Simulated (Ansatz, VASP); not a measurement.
## One calculation of HfOs, two programs

```
CELL_PARAMETERS angstrom
3.19522 0.00000 0.00000
0.00000 3.19522 0.00000
0.00000 0.00000 3.19522
ATOMIC_POSITIONS crystal
Hf 0.00000 0.00000 0.00000
Os 0.50000 0.50000 0.50000
```

Change from the starting cell: volume scaled by 0.96, crystal datasets.

Alike in both runs: task electric field gradients; functional PBEsol; k mesh 10 × 10 × 10; occupations fermi-dirac, width 0.05 eV; no spin polarisation.

|  | VASP | Ansatz |
| --- | --- | --- |
| version | VASP 6.6.1 | Ansatz 0.2.0 |
| potentials or method | VASP PAW PBE potentials, release 64 (Hf_pv, Os), cutoff 520 eV | all-electron PAW with datasets made for the crystal, scalar-relativistic |

```csv
,VASP,Ansatz,Ansatz less VASP
pressure (GPa),5.5,6.4,+0.89
```

VASP's potentials were made for PBE, not for PBEsol. Ansatz ran all-electron here, and VASP with PAW potentials.

Neither program's run includes spin-orbit coupling.
